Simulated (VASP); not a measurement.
# Mg (P6_3/mmc) in VASP: further runs, part 2 of 2

VASP 6.6.1. Earlier steps stand in the parts before.

### 4 Relaxation of cell and atoms, LDA

The input, INCAR:

```
SYSTEM = Mg
  ALGO = Fast
  EDIFF = 1E-6
  EDIFFG = -0.001
  ENCUT = 600
  GGA = CA
  IBRION = 2
  ISIF = 3
  ISMEAR = -1
  LASPH = .TRUE.
  LCHARG = .FALSE.
  LREAL = .FALSE.
  LWAVE = .FALSE.
  NELM = 100
  NSW = 80
  PREC = Accurate
  SIGMA = 0.15
```

The input, KPOINTS:

```
k-points
0
G
  21 21 12
  0 0 0
```

The input, POSCAR:

```
Mg
1.0
    3.1322370595      0.0000000000      0.0000000000
   -1.5661185298      2.7125968642      0.0000000000
    0.0000000000      0.0000000000      5.0868801371
Mg
2
Direct
    0.3333333333      0.6666666667      0.2500000000
    0.6666666667      0.3333333333      0.7500000000
```

Potentials or basis: VASP PAW LDA potentials, release 64 (Mg).

Launch:

```bash
> cat potpaw_LDA.64/Mg/POTCAR > POTCAR
> mpirun -np 1 vasp_std > vasp.out
```

OUTCAR:

```text
SYSTEM = Mg
   EDIFF = 1E-6
   EDIFFG = -0.001
   ENCUT = 600
   GGA = CA
   IBRION = 2
   ISIF = 3
   ISMEAR = -1
   LASPH = .TRUE.
   LREAL = .FALSE.
   NELM = 100
   NSW = 80
   PREC = Accurate

 ion  position               nearest neighbor table
   1  0.333  0.667  0.250-   2 3.12   2 3.12   2 3.12   2 3.12   2 3.12   2 3.12
   2  0.667  0.333  0.750-   1 3.12   1 3.12   1 3.12   1 3.12   1 3.12   1 3.12

  LATTYP: Found a hexagonal cell.
 ALAT       =     3.1322370595
 C/A-ratio  =     1.6240405948

  Lattice vectors:

 A1 = (   3.1322370595,   0.0000000000,   0.0000000000)
 A2 = (  -1.5661185298,   2.7125968642,   0.0000000000)
 A3 = (   0.0000000000,   0.0000000000,   5.0868801371)

Analysis of symmetry for initial positions (statically):
=====================================================================
 Subroutine PRICEL returns:
 Original cell was already a primitive cell.

 Routine SETGRP: Setting up the symmetry group for a
 hexagonal supercell.

 Subroutine GETGRP returns: Found 24 space group operations
[... 176 lines left out ...]
  -------------------------------------------------------------------------------------
  Total       -0.0645025     -0.0645025     -0.0587499      0.0000000      0.0000000      0.0000000
  in kB       -2.3910905     -2.3910905     -2.1778422      0.0000000      0.0000000      0.0000000
  external PRESSURE =      -2.3200078 kB  Pullay stress =       0.0000000 kB
[... 59 lines left out ...]
--------------------------------------- Ionic step        3  -------------------------------------------

 number of electron       4.0000000 magnetization

 Free energy of the ion-electron system (eV)
  ---------------------------------------------------
  ext. energy  EPLUGINS =         0.00000000
  ---------------------------------------------------
  free energy    TOTEN  =        -3.65093953 eV

  energy without entropy =       -3.59262193  energy(sigma->0) =       -3.62178073

 E-fermi :   2.8235     XC(G=0):  -8.8957

 val. band max:        2.8120098533   @ k =   0.4286   0.0000   0.2500
 cond. band min:       2.8249139877   @ k =   0.3333   0.1429   0.0000
 fundamental gap:      0.0129041344
 Fermi energy:         2.8234568189

 k-point     1 :       0.0000    0.0000    0.0000
  band No.  band energies     occupation
      1      -4.3868      2.00000
      2       1.0589      1.99998
      3       1.5447      1.99960
      4      14.1092      0.00000
      5      14.1092      0.00000
      6      14.2907      0.00000
[... 199 lines left out ...]
 k-point    24 :       0.1905    0.0952    0.0000
  band No.  band energies     occupation
      1      -3.0902      2.00000
      2       2.2414      1.95954
      3       2.7663      1.18830
      4       7.2146      0.00000
      5       8.9664      0.00000
      6      12.0472      0.00000

 [... further k-points ...]

------------------------ aborting loop because EDIFF is reached ----------------------------------------

  FORCE on cell =-STRESS in cart. coord.  units (eV):
  Direction    XX          YY          ZZ          XY          YZ          ZX
  --------------------------------------------------------------------------------------
  -------------------------------------------------------------------------------------
  Total       -0.0008222     -0.0008222      0.0012550      0.0000000      0.0000000      0.0000000
  in kB       -0.0306578     -0.0306578      0.0467936      0.0000000      0.0000000      0.0000000
  external PRESSURE =      -0.0048407 kB  Pullay stress =       0.0000000 kB
[... 17 lines left out ...]
  FREE ENERGIE OF THE ION-ELECTRON SYSTEM (eV)
  ---------------------------------------------------
  free  energy   TOTEN  =        -3.6509395325 eV

  energy  without entropy=       -3.5926219280  energy(sigma->0) =       -3.62178073

 reached required accuracy - stopping structural energy minimisation
```

CONTCAR:

```text
Mg
   1.00000000000000
     3.1259619107591430    0.0000000000001156    0.0000000000000000
    -1.5629809554293712    2.7071624259778466    0.0000000000000000
     0.0000000000000000    0.0000000000000000    5.0775979290079194
  Mg
     2
Direct
     0.3333333332999970    0.6666666667000030    0.2500000000000000
     0.6666666667000030    0.3333333332999970    0.7500000000000000

  0.00000000E+00  0.00000000E+00  0.00000000E+00
  0.00000000E+00  0.00000000E+00  0.00000000E+00
```

It took 57 s on 1 thread of Intel Xeon 6975P-C (Granite Rapids), shared host; peak memory 0.25 GiB.

Results:

```
Free energy                           : -3.6509 eV
Relaxed volume                        : 21.48 Å³/atom
Relaxed cell                          : a = 3.126 Å, b = 3.126 Å, c = 5.078 Å, α = 90.00°, β = 90.00°, γ = 120.00°
Space group after relaxing (to 0.1 Å) : P6_3/mmc (No. 194)
Energy gained by relaxing             : 0.1 meV/atom
Ionic steps                           : 3
Pressure after relaxing               : 0.0 GPa
Band gap on the k mesh                : zero (bands 2 and 3 overlap by 2.42 eV)
```

Step by step:
```tsv
step	energy change (eV)	largest force (eV/Å)	pressure (GPa)	volume (Å³)
1	0.0000	0.0000	-0.23	43.22
2	-0.0002	0.0000	-0.05	43.03
3	-0.0002	0.0000	0.00	42.97
```

Final structure:
```cif
data_structure
_symmetry_space_group_name_H-M 'P 1'
_symmetry_Int_Tables_number 1
_cell_length_a 3.1260
_cell_length_b 3.1260
_cell_length_c 5.0776
_cell_angle_alpha 90.000
_cell_angle_beta 90.000
_cell_angle_gamma 120.000
_cell_volume 42.97
loop_
_atom_site_label
_atom_site_type_symbol
_atom_site_fract_x
_atom_site_fract_y
_atom_site_fract_z
_atom_site_occupancy
Mg1 Mg 0.33333 0.66667 0.25000 1
Mg2 Mg 0.66667 0.33333 0.75000 1
```

### 5 Relaxation of cell and atoms, LDA

This run uses another cell than the first one, of 23.24 Å³/atom.

The input, INCAR:

```
SYSTEM = Mg
  ALGO = Fast
  EDIFF = 1E-6
  EDIFFG = -0.002
  ENCUT = 600
  GGA = CA
  IBRION = 2
  ISIF = 3
  ISMEAR = 0
  LASPH = .TRUE.
  LCHARG = .FALSE.
  LREAL = .FALSE.
  LWAVE = .FALSE.
  NELM = 80
  NSW = 100
  PREC = Accurate
  SIGMA = 0.1
```

KPOINTS is that of step 4.

The input, POSCAR:

```
Mg
1.0
    3.2093000000      0.0000000000      0.0000000000
   -1.6046500000      2.7793353300      0.0000000000
    0.0000000000      0.0000000000      5.2103000000
Mg
2
Direct
    0.3333333300      0.6666666700      0.2500000000
    0.6666666700      0.3333333300      0.7500000000
```

Potentials or basis: VASP PAW LDA potentials, release 64 (Mg).

Launch:

```bash
> cat potpaw_LDA.64/Mg/POTCAR > POTCAR
> mpirun -np 1 vasp_std > vasp.out
```

OUTCAR:

```text
SYSTEM = Mg
   EDIFF = 1E-6
   EDIFFG = -0.002
   ENCUT = 600
   GGA = CA
   IBRION = 2
   ISIF = 3
   ISMEAR = 0
   LASPH = .TRUE.
   LREAL = .FALSE.
   NELM = 80
   NSW = 100
   PREC = Accurate

 ion  position               nearest neighbor table
   1  0.333  0.667  0.250-   2 3.20   2 3.20   2 3.20   2 3.20   2 3.20   2 3.20
   2  0.667  0.333  0.750-   1 3.20   1 3.20   1 3.20   1 3.20   1 3.20   1 3.20

  LATTYP: Found a hexagonal cell.
 ALAT       =     3.2093000000
 C/A-ratio  =     1.6235004518

  Lattice vectors:

 A1 = (   3.2093000000,   0.0000000000,   0.0000000000)
 A2 = (  -1.6046500000,   2.7793353300,   0.0000000000)
 A3 = (   0.0000000000,   0.0000000000,   5.2103000000)

Analysis of symmetry for initial positions (statically):
=====================================================================
 Subroutine PRICEL returns:
 Original cell was already a primitive cell.

 Routine SETGRP: Setting up the symmetry group for a
 hexagonal supercell.

 Subroutine GETGRP returns: Found 24 space group operations
 (whereof 12 operations were pure point group operations)
 out of a pool of 24 trial point group operations.

The static configuration has the point symmetry D_3d.
 The point group associated with its full space group is D_6h.

Analysis of symmetry for dynamics (positions and initial velocities):
=====================================================================
 Subroutine PRICEL returns:
 Original cell was already a primitive cell.

 Routine SETGRP: Setting up the symmetry group for a
 hexagonal supercell.

 Subroutine GETGRP returns: Found 24 space group operations
 (whereof 12 operations were pure point group operations)
 out of a pool of 24 trial point group operations.

The dynamic configuration has the point symmetry D_3d.
 The point group associated with its full space group is D_6h.

 Subroutine INISYM returns: Found 24 space group operations
 (whereof 12 operations are pure point group operations),
 and found     1 'primitive' translations

[... 128 lines left out ...]
 Gauss-broadening in eV      SIGMA  =   0.10
  energy-cutoff  :      600.00
  volume of cell :       46.47
 maximum number of plane-waves:      1571
 NGX is ok and might be reduce to    28
   NGX = 13   NGY = 13   NGZ = 21

--------------------------------------- Ionic step        1  -------------------------------------------

 number of electron       4.0000000 magnetization

 Free energy of the ion-electron system (eV)
  ---------------------------------------------------
  ext. energy  EPLUGINS =         0.00000000
  ---------------------------------------------------
  free energy    TOTEN  =        -3.59049901 eV

  energy without entropy =       -3.58616843  energy(sigma->0) =       -3.58833372

------------------------ aborting loop because EDIFF is reached ----------------------------------------

  FORCE on cell =-STRESS in cart. coord.  units (eV):
  Direction    XX          YY          ZZ          XY          YZ          ZX
  --------------------------------------------------------------------------------------
  -------------------------------------------------------------------------------------
  Total       -0.8190813     -0.8190813     -0.8003181      0.0000000      0.0000000     -0.0000000
  in kB      -28.2373276    -28.2373276    -27.5904792      0.0000000      0.0000000     -0.0000000
  external PRESSURE =     -28.0217115 kB  Pullay stress =       0.0000000 kB
[... 275 lines left out ...]
--------------------------------------- Ionic step        9  -------------------------------------------

 number of electron       4.0000000 magnetization

 Free energy of the ion-electron system (eV)
  ---------------------------------------------------
  ext. energy  EPLUGINS =         0.00000000
  ---------------------------------------------------
  free energy    TOTEN  =        -3.62428117 eV

  energy without entropy =       -3.62049926  energy(sigma->0) =       -3.62239022

 E-fermi :   2.8270     XC(G=0):  -8.9032

 val. band max:        2.8246221285   @ k =   0.4286   0.0000   0.2500
 cond. band min:       2.8350899285   @ k =   0.3333   0.1429   0.0000
 fundamental gap:      0.0104678000
 Fermi energy:         2.8270370992

 k-point     1 :       0.0000    0.0000    0.0000
  band No.  band energies     occupation
      1      -4.3845      2.00000
      2       1.0696      2.00000
      3       1.5613      2.00000
      4      14.1299      0.00000
      5      14.1299      0.00000
      6      14.3155      0.00000
[... 199 lines left out ...]
 k-point    24 :       0.1905    0.0952    0.0000
  band No.  band energies     occupation
      1      -3.0864      2.00000
      2       2.2532      2.00000
      3       2.7837      1.45964
      4       7.2303      0.00000
      5       8.9845      0.00000
      6      12.0687      0.00000

 [... further k-points ...]

------------------------ aborting loop because EDIFF is reached ----------------------------------------

  FORCE on cell =-STRESS in cart. coord.  units (eV):
  Direction    XX          YY          ZZ          XY          YZ          ZX
  --------------------------------------------------------------------------------------
  -------------------------------------------------------------------------------------
  Total        0.0003534      0.0003534     -0.0024327      0.0000000      0.0000000      0.0000000
  in kB        0.0132061      0.0132061     -0.0909101      0.0000000      0.0000000      0.0000000
  external PRESSURE =      -0.0214993 kB  Pullay stress =       0.0000000 kB
[... 17 lines left out ...]
  FREE ENERGIE OF THE ION-ELECTRON SYSTEM (eV)
  ---------------------------------------------------
  free  energy   TOTEN  =        -3.6242811739 eV

  energy  without entropy=       -3.6204992585  energy(sigma->0) =       -3.62239022

 reached required accuracy - stopping structural energy minimisation
```

Run time: 95 s. Hardware: 1 thread of Intel Xeon 6975P-C (Granite Rapids), shared host; peak memory 0.27 GiB.

Results:

```yaml
Free_energy: -3.6243 eV
Relaxed_volume: 21.44 Å³/atom
Relaxed_cell: a = 3.124 Å, b = 3.124 Å, c = 5.072 Å, α = 90.00°, β = 90.00°, γ = 120.00°
Space_group_after_relaxing_to_0.1_Å: P6_3/mmc (No. 194)
Energy_gained_by_relaxing: 16.9 meV/atom
Ionic_steps: 9
Pressure_after_relaxing: 0.0 GPa
Band_gap_on_the_k_mesh: zero (bands 2 and 3 overlap by 2.41 eV)
```

Step by step:
| step | energy change (eV) | largest force (eV/Å) | pressure (GPa) | volume (Å³) |
| --- | --- | --- | --- | --- |
| 1 | 0.0000 | 0.0000 | -2.80 | 46.47 |
| 2 | -0.0313 | 0.0000 | -0.84 | 43.79 |
| 3 | -0.0338 | 0.0000 | -0.03 | 42.90 |
| 4 | -0.0338 | 0.0000 | 0.03 | 42.83 |
| 5 | -0.0338 | 0.0000 | 0.01 | 42.86 |
| 6 | -0.0338 | 0.0000 | -0.01 | 42.88 |
| 7 | -0.0338 | 0.0000 | -0.01 | 42.88 |
| 8 | -0.0338 | 0.0000 | 0.00 | 42.88 |
| 9 | -0.0338 | 0.0000 | 0.00 | 42.87 |

Final structure:
```yaml
crystal:
  lattice:
    - [3.12407, 0.00000, 0.00000]
    - [-1.56203, 2.70552, 0.00000]
    - [0.00000, 0.00000, 5.07236]
  atoms:
    - { symbol: Mg, position: [0.33333, 0.66667, 0.25000] }
    - { symbol: Mg, position: [0.66667, 0.33333, 0.75000] }
```

LDA usually gives volumes a few per cent too small. Zero-point motion and thermal expansion aren't in these numbers.

### 6 Overview

| task | cell | cutoff (eV) | smearing | gap on the mesh (eV) | pressure (GPa) | relaxed volume (Å³/atom) |
| --- | --- | --- | --- | --- | --- | --- |
| single point | a = 3.132, b = 3.132, c = 5.087 Å, angles 90.0, 90.0, 120.0°, 2 atoms | 520 | gaussian 0.1 eV | none | -0.3 | - |
| single point | a = 3.134, b = 3.134, c = 5.092 Å, angles 90.0, 90.0, 120.0°, 2 atoms | 520 | fermi-dirac 0.15 eV | none | -0.3 | - |
| relaxation of cell and atoms | relaxed from a = 3.132, b = 3.132, c = 5.087 Å, angles 90.0, 90.0, 120.0°, 2 atoms | 600 | fermi-dirac 0.15 eV | none | 0.0 | 21.48 |
| relaxation of cell and atoms | relaxed from a = 3.209, b = 3.209, c = 5.210 Å, angles 90.0, 90.0, 120.0°, 2 atoms | 600 | gaussian 0.1 eV | none | 0.0 | 21.44 |

Alike in all rows: level LDA; potentials or basis VASP PAW LDA potentials, release 64 (Mg); no spin polarisation; k mesh 21 × 21 × 12.

Total energies depend on the potentials used, so only differences within one code and one set of settings carry meaning.
